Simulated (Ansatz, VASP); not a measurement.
**One calculation of Sn3PbS4, two programs**

```
CELL_PARAMETERS angstrom
4.16693 0.00000 0.00000
0.00000 4.16693 0.00000
0.00000 0.00000 11.78445
ATOMIC_POSITIONS crystal
Sn 0.00000 0.00000 0.75201
Sn 0.50000 0.50000 0.00000
Sn 0.00000 0.00000 0.24799
Pb 0.50000 0.50000 0.50000
S 0.00000 0.00000 0.00000
S 0.50000 0.50000 0.24565
S 0.00000 0.00000 0.50000
S 0.50000 0.50000 0.75435
```

Alike in both runs: functional PBE; k mesh 8 × 8 × 4; occupations gaussian, width 0.01 eV; no spin polarisation.

Ansatz relaxed the structure, and its values are those at the end. VASP's run is a single point on that final structure, the one shown.

```csv
,VASP,Ansatz
version,VASP 6.6.1,Ansatz 0.2.0
potentials or method,"VASP PAW PBE potentials, release 64 (Sn_d, Pb_d, S), cutoff 520 eV","scalar-relativistic, plane waves, PAW"
valence electrons in the cell,80,80
```

Ansatz gave:

* gap on the k mesh at the Fermi level (eV): 0.12
* least direct gap on the mesh (eV): 0.12
* pressure (GPa): 0.0

Problem. Which values does VASP return?

Solution. gap on the k mesh at the Fermi level (eV): 0.11; least direct gap on the mesh (eV): 0.11; pressure (GPa): -0.1.

The functional is the same, so the differences come from potentials, cutoffs and numerics.

Neither program's run includes spin-orbit coupling.
